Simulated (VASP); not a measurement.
# Hf (P6_3/mmc) in VASP: further runs

The runs below take Hf through single point, with r2SCAN.

Everything below comes from runs of VASP 6.6.1. Logs are shortened: lines on timing, memory, paths and dates and some standing lists are left out, and cuts for length are marked.

## (1) The cell of the first run

Symmetry: P6_3/mmc, No. 194, hexagonal system. Conventional cell: a = 2.907 Å, b = 2.907 Å, c = 4.645 Å, α = 90.00°, β = 90.00°, γ = 120.00°. Hf (site symmetry -6m2) has 12 Hf at 2.87 to 2.91 Å within 3.8 Å.

## (2) Single point, r2SCAN (volume scaled by 0.760)

Contents of POSCAR:

```
Hf
1.0
    2.9071883290      0.0000000000      0.0000000000
   -1.4535941645      2.5176989465      0.0000000000
    0.0000000000      0.0000000000      4.6447745722
Hf
2
Direct
    0.3333333333      0.6666666667      0.2500000000
    0.6666666667      0.3333333333      0.7500000000
```

Contents of INCAR.step1:

```
SYSTEM = Hf
ALGO = Normal ; EDIFF = 1E-4
ENCUT = 520 ; GGA = PE
ISMEAR = 0 ; LASPH = .True.
LCHARG = .False. ; LREAL = .False.
LWAVE = .True. ; NBANDS = 17
NELM = 80 ; PREC = Accurate
SIGMA = 0.05
```

Contents of INCAR.step2:

```
SYSTEM = Hf
ALGO = Normal ; EDIFF = 1E-6
ENCUT = 520 ; ISIF = 2
ISMEAR = 0 ; ISTART = 1
LASPH = .True. ; LCHARG = .False.
LMIXTAU = .True. ; LREAL = .False.
LWAVE = .False. ; METAGGA = R2SCAN
NBANDS = 17 ; NELM = 80
PREC = Accurate ; SIGMA = 0.05
```

Contents of KPOINTS:

```
k-points
0
Gamma
  18 18 10
  0 0 0
```

Potentials or basis: VASP PAW PBE potentials, release 64 (Hf_pv).

The run is started by

```console
cat potpaw_PBE.64/Hf_pv/POTCAR > POTCAR
cp INCAR.step1 INCAR
mpirun -np 1 vasp_std > vasp.out
cp INCAR.step2 INCAR
mpirun -np 1 vasp_std > vasp.out
```

OUTCAR:

```text
SYSTEM = Hf
   EDIFF = 1E-6
   ENCUT = 520
   ISIF = 2
   ISMEAR = 0
   ISTART = 1
   LASPH = .True.
   LREAL = .False.
   METAGGA = R2SCAN
   NELM = 80
   PREC = Accurate

 ion  position               nearest neighbor table
   1  0.333  0.667  0.250-   2 2.87   2 2.87   2 2.87   2 2.87   2 2.87   2 2.87
   2  0.667  0.333  0.750-   1 2.87   1 2.87   1 2.87   1 2.87   1 2.87   1 2.87

  LATTYP: Found a hexagonal cell.
 ALAT       =     2.9071883290
 C/A-ratio  =     1.5976861650

  Lattice vectors:

 A1 = (   2.9071883290,   0.0000000000,   0.0000000000)
 A2 = (  -1.4535941645,   2.5176989465,   0.0000000000)
 A3 = (   0.0000000000,   0.0000000000,   4.6447745722)

Analysis of symmetry for initial positions (statically):
=====================================================================
 Subroutine PRICEL returns:
 Original cell was already a primitive cell.

 Routine SETGRP: Setting up the symmetry group for a
 hexagonal supercell.

 Subroutine GETGRP returns: Found 24 space group operations
 (whereof 12 operations were pure point group operations)
 out of a pool of 24 trial point group operations.

The static configuration has the point symmetry D_3d.
 The point group associated with its full space group is D_6h.

Analysis of symmetry for dynamics (positions and initial velocities):
=====================================================================
 Subroutine PRICEL returns:
 Original cell was already a primitive cell.

 Routine SETGRP: Setting up the symmetry group for a
 hexagonal supercell.

 Subroutine GETGRP returns: Found 24 space group operations
 (whereof 12 operations were pure point group operations)
 out of a pool of 24 trial point group operations.

The dynamic configuration has the point symmetry D_3d.
 The point group associated with its full space group is D_6h.

 Subroutine INISYM returns: Found 24 space group operations
 (whereof 12 operations are pure point group operations),
 and found     1 'primitive' translations

----------------------------------------------------------------------------------------

                                     Primitive cell

  volume of cell :      33.9971

  direct lattice vectors                    reciprocal lattice vectors
     2.907188329  0.000000000  0.000000000     0.343974964  0.198594038  0.000000000
    -1.453594164  2.517698946  0.000000000     0.000000000  0.397188076  0.000000000
     0.000000000  0.000000000  4.644774572     0.000000000  0.000000000  0.215295702

  length of vectors
     2.907188329  2.907188329  4.644774572     0.397188076  0.397188076  0.215295702

  position of ions in fractional coordinates (direct lattice)
     0.333333333  0.666666667  0.250000000
     0.666666667  0.333333333  0.750000000

  ion indices of the primitive-cell ions
   primitive index   ion index
                 1           1
                 2           2

----------------------------------------------------------------------------------------

 KPOINTS: k-points

Automatic generation of k-mesh.
 Grid dimensions read from file:
 generate k-points for:   18   18   10

 Generating k-lattice:

  Cartesian coordinates                     Fractional coordinates (reciprocal lattice)
     0.019109720  0.011033002  0.000000000     0.055555556 -0.000000000  0.000000000
     0.000000000  0.022066004  0.000000000     0.000000000  0.055555556  0.000000000
     0.000000000  0.000000000  0.021529570     0.000000000  0.000000000  0.100000000

  Length of vectors
     0.022066004  0.022066004  0.021529570

  Shift w.r.t. Gamma in fractional coordinates (k-lattice)
     0.000000000  0.000000000  0.000000000

 Subroutine IBZKPT returns following result:
 ===========================================

 Found    222 irreducible k-points:

 Following reciprocal coordinates:
            Coordinates               Weight
  0.000000  0.000000  0.000000      1.000000
  0.055556  0.000000  0.000000      6.000000
  0.111111  0.000000  0.000000      6.000000
  0.166667  0.000000  0.000000      6.000000
  0.222222  0.000000  0.000000      6.000000
  0.277778  0.000000  0.000000      6.000000
[... 16 lines left out ...]
  0.333333  0.111111  0.000000     12.000000
  0.388889  0.111111  0.000000     12.000000
 [... further k-points ...]
   k-points           NKPTS =    222   k-points in BZ     NKDIM =    222   number of bands    NBANDS=     17
   number of dos      NEDOS =    301   number of ions     NIONS =      2
   total plane-waves  NPLWV =  20736
   dimension x,y,z NGX =    24 NGY =   24 NGZ =   36
   dimension x,y,z NGXF=    48 NGYF=   48 NGZF=   72
   ions per type =               2
   NGX,Y,Z   is equivalent  to a cutoff of  13.72, 13.72, 12.89 a.u.
   NGXF,Y,Z  is equivalent  to a cutoff of  27.45, 27.45, 25.77 a.u.
 SYSTEM =  Hf
   PREC   = accura    normal or accurate (medium, high low for compatibility)
   ISTART =      1    job   : 0-new  1-cont  2-samecut
   ICHARG =      0    charge: 1-file 2-atom 10-const
   ISPIN  =      1    spin polarized calculation?
   LNONCOLLINEAR =      F non collinear calculations
   LSORBIT =      F    spin-orbit coupling
   LASPH  =      T    aspherical Exc in radial PAW
   ENCUT  =  520.0 eV  38.22 Ry    6.18 a.u.   5.41  5.41  8.64*2*pi/ulx,y,z
   NELM   =     80;   NELMIN=  2; NELMDL=  0     # of ELM steps
   EDIFF  = 0.1E-05   stopping-criterion for ELM
   LREAL  =      F    real-space projection
   EDIFFG = 0.1E-04   stopping-criterion for IOM
   NSW    =      0    number of steps for IOM
   IBRION =     -1    ionic relax: 0-MD 1-quasi-New 2-CG
   NFREE  =      0    steps in history (QN), initial steepest desc. (CG)
   ISIF   =      2    stress and relaxation
   ISYM   =      2    0-nonsym 1-usesym 2-fastsym
   POTIM  = 0.5000    time-step for ionic-motion
   TEBEG  =    0.0;   TEEND  =   0.0 temperature during run
   PSTRESS=    0.0 pullay stress
   NELECT =      20.0000    total number of electrons
   NUPDOWN=      -1.0000    fix difference up-down
   EMIN   =  10.00;   EMAX   =-10.00  energy-range for DOS
   EFERMI =   0.00;   METHOD = LEGACY
   ISMEAR =     0;   SIGMA  =   0.05  broadening in eV -4-tet -1-fermi 0-gaus
   EFERMI_NEDOS =   21; number of points for ismear=-14 and -15
   IALGO  =     38    algorithm
   IMIX   =      4    mixing-type and parameters
     AMIX     =   0.40;   BMIX     =  1.00
     AMIX_MAG =   1.60;   BMIX_MAG =  1.00
  volume/ion in A,a.u.               =      17.00       114.71
  Fermi-wavevector in a.u.,A,eV,Ry     =   1.371737  2.592208 25.601584  1.881663
  Thomas-Fermi vector in A             =   2.497407
   LORBIT       =      0    0 simple, 1 ext, 2 COOP (PROOUT), +10 PAW based schemes
   METAGGA = R2SCAN    functional components
   LHFCALC =     F    Hartree Fock is set to
   AEXX    =    0.0000 exact exchange contribution
   IVDW    =     0    specifies the selected vdW correction
   LEPSILON=     F    determine dielectric tensor
   LRPA    =     F    only Hartree local field effects (RPA)
 non-spin polarized calculation
 Gauss-broadening in eV      SIGMA  =   0.05
  energy-cutoff  :      520.00
  volume of cell :       34.00
 maximum number of plane-waves:       942
 NGX is ok and might be reduce to    24
   NGX = 11   NGY = 11   NGZ = 17

 number of electron      20.0000003 magnetization

 Free energy of the ion-electron system (eV)
  ---------------------------------------------------
  ext. energy  EPLUGINS =         0.00000000
  ---------------------------------------------------
  free energy    TOTEN  =       -89.03720141 eV

  energy without entropy =      -89.03516133  energy(sigma->0) =      -89.03618137

 E-fermi :   6.9427     XC(G=0): -13.6280

 val. band max:        6.9353596169   @ k =   0.1667   0.1667   0.4000
 cond. band min:       6.9472555526   @ k =   0.2222   0.2222   0.4000
 fundamental gap:      0.0118959358
 Fermi energy:         6.9426693922

 k-point     1 :       0.0000    0.0000    0.0000
  band No.  band energies     occupation
      1     -25.4611      2.00000
      2     -23.6650      2.00000
      3     -23.6650      2.00000
      4     -23.3901      2.00000
      5     -23.3901      2.00000
      6     -23.3808      2.00000
[... 9 lines left out ...]
     16      10.5361      0.00000
     17      14.1561      0.00000

 k-point     2 :       0.0556    0.0000    0.0000
  band No.  band energies     occupation
      1     -25.4417      2.00000
      2     -23.7120      2.00000
      3     -23.6801      2.00000
      4     -23.4398      2.00000
      5     -23.3955      2.00000
      6     -23.3888      2.00000
[... 9 lines left out ...]
     16      10.3900      0.00000
     17      14.2857      0.00000

 k-point     3 :       0.1111    0.0000    0.0000
  band No.  band energies     occupation
      1     -25.3845      2.00000
      2     -23.8469      2.00000
      3     -23.7224      2.00000
      4     -23.5797      2.00000
      5     -23.4132      2.00000
      6     -23.4117      2.00000
[... 9 lines left out ...]
     16      10.0220      0.00000
     17      14.6015      0.00000

 k-point     4 :       0.1667    0.0000    0.0000
  band No.  band energies     occupation
      1     -25.2928      2.00000
      2     -24.0521      2.00000
      3     -23.7849      2.00000
      4     -23.7848      2.00000
      5     -23.4544      2.00000
      6     -23.4385      2.00000
[... 9 lines left out ...]
     16      10.5330      0.00000
     17      14.9743      0.00000
[... 343 lines left out ...]
      1     -24.8332      2.00000
      2     -24.7760      2.00000
      3     -24.5241      2.00000
      4     -24.0459      2.00000
      5     -23.7046      2.00000
      6     -23.6529      2.00000
[... 9 lines left out ...]
     16      14.2805      0.00000
     17      15.3973      0.00000

 k-point    23 :       0.3333    0.1111    0.0000
  band No.  band energies     occupation
      1     -24.9548      2.00000
      2     -24.6860      2.00000
      3     -24.6439      2.00000
      4     -24.1311      2.00000
      5     -23.8028      2.00000
      6     -23.6931      2.00000
[... 9 lines left out ...]
     16      15.4773      0.00000
     17      15.4945      0.00000

 k-point    24 :       0.3889    0.1111    0.0000
  band No.  band energies     occupation
      1     -25.0694      2.00000
      2     -24.7215      2.00000
      3     -24.5659      2.00000
      4     -24.1857      2.00000
      5     -23.8907      2.00000
      6     -23.7194      2.00000
[... 9 lines left out ...]
     16      15.5192      0.00000
     17      16.5763      0.00000

 [... further k-points ...]
[... 5 lines left out ...]
  --------------------------------------------------------------------------------------
  -------------------------------------------------------------------------------------
  Total        9.9318691      9.9318691      9.8365769      0.0000000     -0.0000000      0.0000000
  in kB      468.0583141    468.0583141    463.5674860      0.0000000     -0.0000000      0.0000000
  external PRESSURE =     466.5613714 kB  Pullay stress =       0.0000000 kB

 VOLUME and BASIS-vectors are now :
 -----------------------------------------------------------------------------
  energy-cutoff  :      520.00
  volume of cell :       34.00
      direct lattice vectors                 reciprocal lattice vectors
     2.907188329  0.000000000  0.000000000     0.343974964  0.198594038  0.000000000
    -1.453594164  2.517698946  0.000000000     0.000000000  0.397188076  0.000000000
     0.000000000  0.000000000  4.644774572     0.000000000  0.000000000  0.215295702

 POSITION                                       TOTAL-FORCE (eV/Angst)
 -----------------------------------------------------------------------------------
     -0.00000      1.67847      1.16119         0.000000      0.000000      0.000000
      1.45359      0.83923      3.48358        -0.000000     -0.000000      0.000000
 -----------------------------------------------------------------------------------
    total drift:                               -0.000000      0.000000     -0.000000

  FREE ENERGIE OF THE ION-ELECTRON SYSTEM (eV)
  ---------------------------------------------------
  free  energy   TOTEN  =       -89.0372014058 eV

  energy  without entropy=      -89.0351613336  energy(sigma->0) =      -89.03618137
```

Run time: 3.7 min. Hardware: 1 thread of Intel Xeon 6975P-C, shared host; peak memory 0.24 GiB.

Results:

```yaml
Free_energy: -89.0372 eV
Pressure: 46.7 GPa
Band_gap_on_the_k_mesh: zero (band 10 reaches 8.37 eV, above the bottom of band 11 at 6.50 eV)
```

Caveat: the PAW data sets were made with another functional, which shifts forces and pressure a little; spin-orbit coupling is left out, which moves the levels of the heavy elements.

## (3) Single point, r2SCAN (volume scaled by 0.960)

Contents of POSCAR:

```
Hf
1.0
    3.1546607527      0.0000000000      0.0000000000
   -1.5773303763      2.7320163521      0.0000000000
    0.0000000000      0.0000000000      4.9826833573
Hf
2
Direct
    0.3333333333      0.6666666667      0.2500000000
    0.6666666667      0.3333333333      0.7500000000
```

Contents of INCAR.step1:

```
PREC = Accurate
ENCUT = 520
ISMEAR = 0
SIGMA = 0.05
LREAL = False
LASPH = True
NELM = 80
NBANDS = 17
GGA = PE
ALGO = Normal
EDIFF = 1E-4
LWAVE = True
LCHARG = False
```

Contents of INCAR.step2:

```
PREC = Accurate
ENCUT = 520
EDIFF = 1E-6
ISMEAR = 0
SIGMA = 0.05
LREAL = False
LASPH = True
NELM = 80
ALGO = Normal
ISIF = 2
LWAVE = False
LCHARG = True
METAGGA = R2SCAN
LMIXTAU = True
LELF = True
LVHAR = True
NBANDS = 17
ISTART = 1
```

Contents of KPOINTS:

```
regular mesh
0
Gamma
  16 16 10
```

Potentials or basis: VASP PAW PBE potentials, release 64 (Hf_pv).

The run is started by

```console
cat potpaw_PBE.64/Hf_pv/POTCAR > POTCAR
cp INCAR.step1 INCAR
mpirun -np 1 vasp_std > vasp.out
cp INCAR.step2 INCAR
mpirun -np 1 vasp_std > vasp.out
```

Run time: 4.3 min. Hardware: 1 thread of Intel Xeon 6975P-C, shared host; peak memory 0.25 GiB.

It converged, with:

| Property | Result |
| --- | --- |
| Free energy | -90.2847 eV |
| Pressure | 4.3 GPa |
| Band gap on the k mesh | zero (band 10 reaches 6.46 eV, above the bottom of band 11 at 4.65 eV) |

Stress tensor (GPa, compression positive):
```
4.31 0.00 0.00
0.00 4.31 0.00
0.00 0.00 4.24
```

Levels at points of the mesh, in eV from the Fermi level:
```csv
k point,band 8,band 9,band 10,band 11,band 12,band 13
"(0.00, 0.00, 0.00)",-3.98,0.57,1.33,1.33,1.67,2.26
"(0.50, 0.00, 0.00)",-3.01,-2.47,-0.96,0.95,0.98,1.90
"(0.00, 0.00, 0.50)",-5.75,0.14,0.14,1.23,1.23,1.23
"(0.50, 0.00, 0.50)",-3.67,-1.09,-1.09,1.21,1.21,2.96
```

Caveat: the PAW data sets were made with another functional, which shifts forces and pressure a little; spin-orbit coupling is left out, which moves the levels of the heavy elements.

[end of part 1 of 2]
